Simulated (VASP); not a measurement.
# Si2Ni in VASP: notebook, part 2 of 2

VASP 6.6.1. The steps go on from the part before.

### Step 4. Single point, PBEsol

This run uses another cell than the first one: it holds 12 atoms, not 9.

Contents of INCAR:

```
SYSTEM = Si2Ni
PREC = Accurate
ENCUT = 520
EDIFF = 1E-7
ISMEAR = 0
SIGMA = 0.1
LREAL = .FALSE.
LASPH = .TRUE.
NELM = 100
ALGO = Normal
ISIF = 2
LWAVE = .FALSE.
LCHARG = .FALSE.
LDIPOL = .TRUE.
IDIPOL = 3
DIPOL = 0.5 0.5 0.500
GGA = PS
NBANDS = 48
```

Contents of KPOINTS:

```
Automatic mesh
0
G
  9 9 1
  0 0 0
```

Contents of POSCAR:

```
Si2Ni
1.0
    3.8123023511      0.0000000000      0.0000000000
   -1.9061511756      3.3015506830      0.0000000000
    0.0000000000      0.0000000000     25.8945614231
Si Ni
8 4
Direct
    0.0000000000      0.0000000000      0.2939456595
    0.3333333333      0.6666666667      0.3488144824
    0.6666666667      0.3333333333      0.4094902258
    0.0000000000      0.0000000000      0.4703089034
    0.3333333333      0.6666666667      0.5296910957
    0.6666666667      0.3333333333      0.5905097738
    0.0000000000      0.0000000000      0.6511855175
    0.3333333333      0.6666666667      0.7060543418
    0.6666666667      0.3333333333      0.3208245108
    0.3333333333      0.6666666667      0.4395712727
    0.0000000000      0.0000000000      0.5604287261
    0.6666666667      0.3333333333      0.6791754905
```

Potentials or basis: VASP PAW PBE potentials, release 64 (Si, Ni).

On the command line:

```bash
$ cat potpaw_PBE.64/Si/POTCAR potpaw_PBE.64/Ni/POTCAR > POTCAR
$ mpirun -np 1 vasp_std > vasp.out
```

OUTCAR:

```text
SYSTEM = Si2Ni
   PREC = Accurate
   ENCUT = 520
   EDIFF = 1E-7
   ISMEAR = 0
   LREAL = .FALSE.
   LASPH = .TRUE.
   NELM = 100
   ISIF = 2
   GGA = PS

 ion  position               nearest neighbor table
   1  0.000  0.000  0.294-   9 2.31   9 2.31   9 2.31   2 2.62   2 2.62   2 2.62
   2  0.333  0.667  0.349-   9 2.32   9 2.32   9 2.32  10 2.35   1 2.62   1 2.62   1 2.62   3 2.70
                             3 2.70   3 2.70
   3  0.667  0.333  0.409-   9 2.30  10 2.33  10 2.33  10 2.33   2 2.70   2 2.70   2 2.70   4 2.71
                             4 2.71   4 2.71
   4  0.000  0.000  0.470-  11 2.33  10 2.34  10 2.34  10 2.34   5 2.68   5 2.68   5 2.68   3 2.71
                             3 2.71   3 2.71
   5  0.333  0.667  0.530-  10 2.33  11 2.34  11 2.34  11 2.34   4 2.68   4 2.68   4 2.68   6 2.71
[... 847 lines left out ...]
    -1.906151176  3.301550683  0.000000000     0.000000000  0.302887975  0.000000000
     0.000000000  0.000000000 25.894561423     0.000000000  0.000000000  0.038618148

 POSITION                                       TOTAL-FORCE (eV/Angst)
 -----------------------------------------------------------------------------------
      0.00000      0.00000      7.61159         0.000000     -0.000000     -0.010808
     -0.00000      2.20103      9.03240         0.000000     -0.000000     -0.013880
      1.90615      1.10052     10.60357         0.000000     -0.000000      0.009433
      0.00000      0.00000     12.17844        -0.000000      0.000000      0.002785
     -0.00000      2.20103     13.71612         0.000000     -0.000000     -0.002785
      1.90615      1.10052     15.29099        -0.000000      0.000000     -0.009433
      0.00000      0.00000     16.86216         0.000000     -0.000000      0.013880
     -0.00000      2.20103     18.28297        -0.000000     -0.000000      0.010808
      1.90615      1.10052      8.30761         0.000000     -0.000000      0.002705
     -0.00000      2.20103     11.38251        -0.000000      0.000000      0.003160
      0.00000      0.00000     14.51206         0.000000     -0.000000     -0.003160
      1.90615      1.10052     17.58695        -0.000000     -0.000000     -0.002705
 -----------------------------------------------------------------------------------
    total drift:                               -0.000001      0.000002     -0.000164

  FREE ENERGIE OF THE ION-ELECTRON SYSTEM (eV)
  ---------------------------------------------------
  free  energy   TOTEN  =       -74.0342621219 eV

  energy  without entropy=      -74.0185000032  energy(sigma->0) =      -74.02638106

 vacuum level on the upper side and lower side of the slab         7.105         7.105
```

stdout:

```text
POSCAR found type information on POSCAR SiNi
 POSCAR found :  2 types and      12 ions
 scaLAPACK will be used
 -----------------------------------------------------------------------------
|                                                                             |
|                                                                             |
|     You enforced a specific xc type in the INCAR file but a different       |
|     I HOPE YOU KNOW WHAT YOU ARE DOING!                                     |
|                                                                             |
 -----------------------------------------------------------------------------

 LDA part: xc-table for (Slater+PW92), standard interpolation
 POSCAR, INCAR and KPOINTS ok, starting setup
 FFT: planning ... GRIDC
 FFT: planning ... GRID_SOFT
 FFT: planning ... GRID
 WAVECAR not read
 entering main loop
```

Run time: 12 min. Hardware: 1 thread of Intel Xeon 8259CL, shared host; peak memory 0.46 GiB.

What came out:

```yaml
Free_energy: -74.0343 eV
Largest_force: 0.014 eV/Å
Band_gap_on_the_k_mesh: zero (bands 36 and 37 overlap by 1.60 eV)
```

Forces on the atoms (eV/Å):
```
Si   0.000  0.000 -0.011
Si   0.000  0.000 -0.014
Si   0.000  0.000  0.009
Si   0.000  0.000  0.003
Si   0.000  0.000 -0.003
Si   0.000  0.000 -0.009
Si   0.000  0.000  0.014
Si   0.000  0.000  0.011
Ni   0.000  0.000  0.003
Ni   0.000  0.000  0.003
Ni   0.000  0.000 -0.003
Ni   0.000  0.000 -0.003
```

Levels at points of the mesh, in eV from the Fermi level:
```csv
k point,band 32,band 33,band 34,band 35,band 36,band 37,band 38,band 39,band 40,band 41
"(0.00, 0.00, 0.00)",-0.13,0.65,0.76,0.76,1.24,1.40,1.74,1.74,1.76,1.89
```

Caveat: the PAW data sets were made with another functional, which shifts forces and pressure a little.

### Step 5. The runs side by side

```tsv
task	cell	atoms held fixed (from 0)	gap on the mesh (eV)	largest force (eV/Å)
relaxation of the atoms	atoms relaxed from a = 3.812, b = 3.812, c = 24.782 Å, angles 90.0, 90.0, 120.0°, 9 atoms, atomic positions A	[0, 6, 1, 2]	none	-
single point	a = 3.812, b = 3.812, c = 25.895 Å, angles 90.0, 90.0, 120.0°, 12 atoms, atomic positions B	-	none	0.70
single point	a = 3.812, b = 3.812, c = 25.895 Å, angles 90.0, 90.0, 120.0°, 12 atoms, atomic positions C	-	none	0.01
```

Alike in all rows: level PBEsol; potentials or basis VASP PAW PBE potentials, release 64 (Si, Ni); no spin polarisation; k mesh 9 × 9 × 1; cutoff (eV) 520; smearing gaussian 0.1 eV.

Caveats: the PAW data sets were made with another functional, which shifts forces and pressure a little.

Total energies depend on the potentials used, so only differences within one code and one set of settings carry meaning.
